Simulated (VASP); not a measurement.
A run of VASP 6.6.1:

The input INCAR:

```
ALGO = Normal
EDIFF = 1E-6
ENCUT = 520
GGA = PS
ISIF = 2
ISMEAR = -1
LASPH = True
LCHARG = False
LREAL = False
LWAVE = False
NBANDS = 15
NELM = 80
PREC = Accurate
SIGMA = 0.03
```

The input KPOINTS:

```
k-points
0
Gamma
  7 7 4
```

The input POSCAR:

```
MgI2
1.0
    4.1537001214     -0.0207685006     -0.0207685006
   -2.0948361098      3.6075940751     -0.0076017988
   -0.0343100000     -0.0343100000      6.8620000000
Mg I
1 2
Direct
    0.0000000000      0.0000000000      0.0000000000
    0.3333333333      0.6666666667      0.7576300000
    0.6666666667      0.3333333333      0.2423700000
```

Potentials or basis: VASP PAW PBE potentials, release 64 (Mg, I).

Command:

```sh
$ cat potpaw_PBE.64/Mg/POTCAR potpaw_PBE.64/I/POTCAR > POTCAR
$ mpirun -np 1 vasp_std > vasp.out
```

Hardware: 1 thread of Oxide Virtual Turin-like Processor, with other jobs on the host.

Estimate the wall time of this run.

Wall time 3 min on 1 thread of Oxide Virtual Turin-like Processor (shared host), peak memory 0.29 GiB. Counts: scf iterations 12, k points 99.
